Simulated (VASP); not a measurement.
Set up this calculation in VASP 6.6.1, as the native input.

| Quantity | Value |
| --- | --- |
| Task | electric field gradients |
| Functional | LDA |
| Potentials or basis | VASP PAW LDA potentials, release 64 (Pt, Pb_d) |
| Cutoff | 520 eV |
| k mesh | 10 × 10 × 7 |
| Occupations | fermi-dirac, width 0.05 eV |
| Spin | no spin polarisation |
| Dipole correction | no |
| Further INCAR settings | ALGO = Normal; EDIFF = 1e-08; NBANDS = 32 |

The structure of PtPb lies in POSCAR:

```
PtPb
1.0
    4.3333553933      0.0000000000      0.0000000000
   -2.1666776967      3.7527958542      0.0000000000
    0.0000000000      0.0000000000      5.5630075591
Pt Pb
2 2
Direct
    0.3333333333      0.6666666667      0.2500000000
    0.6666666667      0.3333333333      0.7500000000
    0.0000000000      0.0000000000      0.0000000000
    0.0000000000      0.0000000000      0.5000000000
```

This cell differs from its parent crystal: volume scaled by 1.06.

The input as run:

INCAR

```
PREC     = Accurate       # precision mode
ENCUT    = 520            # plane-wave cutoff, eV
EDIFF    = 1E-8           # SCF threshold, eV
ISMEAR   = -1             # smearing method
SIGMA    = 0.05           # smearing width, eV
LREAL    = False          # projectors in reciprocal space
LASPH    = True           # aspherical terms in the spheres
NELM     = 60             # most SCF steps
ALGO     = Normal         # electronic algorithm
ISIF     = 2              # what is computed and relaxed
LWAVE    = False          # write WAVECAR
LCHARG   = False          # write CHGCAR
GGA      = CA             # functional
LEFG     = True         
NBANDS   = 32             # bands
```

KPOINTS

```
regular mesh
0
Gamma
  10 10 7
```

Potentials or basis: VASP PAW LDA potentials, release 64 (Pt, Pb_d).

Launch:

```bash
$ cat potpaw_LDA.64/Pt/POTCAR potpaw_LDA.64/Pb_d/POTCAR > POTCAR
$ mpirun -np 1 vasp_std > vasp.out
```

It gave:

* Pressure: 0.1 GPa
* Band gap on the k mesh: zero (band 24 reaches 9.69 eV, above the bottom of band 25 at 7.13 eV)

Caveat: without QUAD_EFG the Cq values of the log hold for a quadrupole moment of 1 mb, not for the nuclei; spin-orbit coupling is left out, which moves the levels of the heavy elements.

Wall time 3.1 min on 1 thread of Intel Xeon 8259CL, on a shared host, peak memory 0.26 GiB.
